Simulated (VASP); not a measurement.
Here is a VASP 6.6.1 calculation.

Contents of INCAR:

```
ALGO     = Normal         # electronic algorithm
EDIFF    = 1E-7           # SCF threshold, eV
ENCUT    = 520            # plane-wave cutoff, eV
GGA      = PE             # functional
ISIF     = 2              # what is computed and relaxed
ISMEAR   = 0              # smearing method
LASPH    = True           # aspherical terms in the spheres
LCHARG   = False          # write CHGCAR
LREAL    = False          # projectors in reciprocal space
LWAVE    = False          # write WAVECAR
NBANDS   = 11             # bands
NELM     = 60             # most SCF steps
PREC     = Accurate       # precision mode
SIGMA    = 0.02           # smearing width, eV
```

File KPOINTS:

```
k-points
0
Gamma
  12 12 12
```

File POSCAR:

```
C
1.0
    0.0000000000      1.8285556880      1.8285556880
    1.8285556880      0.0000000000      1.8285556880
    1.8285556880      1.8285556880      0.0000000000
C
2
Direct
    0.5000000000      0.5000000000      0.5000000000
    0.7500000000      0.7500000000      0.7500000000
```

Potentials or basis: VASP PAW PBE potentials, release 64 (C).

Command:

```bash
$ cat potpaw_PBE.64/C/POTCAR > POTCAR
$ mpirun -np 1 vasp_std > vasp.out
```

Estimate the pressure.

-26.5 GPa.

Predict the band gap on the k mesh.

3.99 eV, indirect (least direct gap 5.38 eV).

Caveat: the cell differs from its parent crystal (strained). A k mesh can miss the band edges.
